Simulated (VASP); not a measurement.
A run of VASP 6.6.1:

INCAR

```
SYSTEM = ZnS
PREC = Accurate
ENCUT = 520
EDIFF = 1E-6
ISMEAR = 0
SIGMA = 0.02
LREAL = .FALSE.
LASPH = .TRUE.
NELM = 100
ALGO = Normal
ISIF = 2
LWAVE = .FALSE.
LCHARG = .FALSE.
GGA = PS
NBANDS = 16
```

File KPOINTS:

```
Automatic mesh
0
G
  9 9 9
  0 0 0
```

Contents of POSCAR:

```
ZnS
1.0
    3.8681183703      0.0000000000      0.0000000000
   -1.9340591851      3.3498887735      0.0000000000
    1.9340591851     -1.1166295912      3.0155278574
Zn S
1 1
Direct
    0.0000000000      0.0000000000      0.0000000000
    0.7500000000      0.2500000000      0.7500000000
```

Potentials or basis: VASP PAW PBE potentials, release 64 (Zn, S).

The run is started by

```bash
$ cat potpaw_PBE.64/Zn/POTCAR potpaw_PBE.64/S/POTCAR > POTCAR
$ mpirun -np 1 vasp_std > vasp.out
```

Hardware: 1 thread of Intel(R) Xeon(R) Platinum 8259CL CPU @ 2.50GHz (Skylake/Cascade Lake), on a shared host.

Question: How long does it take, and how much memory?

Answer: Run time: 60 s on 1 thread of Intel(R) Xeon(R) Platinum 8259CL CPU @ 2.50GHz (Skylake/Cascade Lake), with other jobs on the host, peak memory 0.19 GiB. Counts: scf iterations 12, k points 85.
